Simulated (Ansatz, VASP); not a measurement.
## One calculation of PbO2, two programs

```xyz
6
Lattice="5.0823 0.0000 0.0000 0.0000 5.0823 0.0000 0.0000 0.0000 3.4417" Properties=species:S:1:pos:R:3 pbc="T T T"
Pb    0.0000    0.0000    0.0000
Pb    2.5411    2.5411    1.7209
O     1.5655    1.5655    0.0000
O     4.1067    0.9756    1.7209
O     0.9756    4.1067    1.7209
O     3.5167    3.5167    0.0000
```

Alike in both runs: task relaxation of cell and atoms; functional PBE; k mesh 8 × 8 × 10; occupations gaussian, width 0.1 eV; no spin polarisation.

|  | VASP | Ansatz |
| --- | --- | --- |
| version | VASP 6.6.1 | Ansatz 0.2.0 |
| potentials or method | VASP PAW PBE potentials, release 64 (Pb_d, O), cutoff 600 eV | scalar-relativistic, plane waves, PAW |
| valence electrons in the cell | 52 | 52 |

Ansatz gave:

- relaxed volume (Å³/atom): 14.82
- relaxed length of the cell vector where the two differ most in proportion (Å): 3.442

Question: What did VASP give for the same quantities?

Answer: Relaxed volume (Å³/atom): 14.83; relaxed length of the cell vector where the two differ most in proportion (Å): 3.446.

Neither program's run includes spin-orbit coupling.
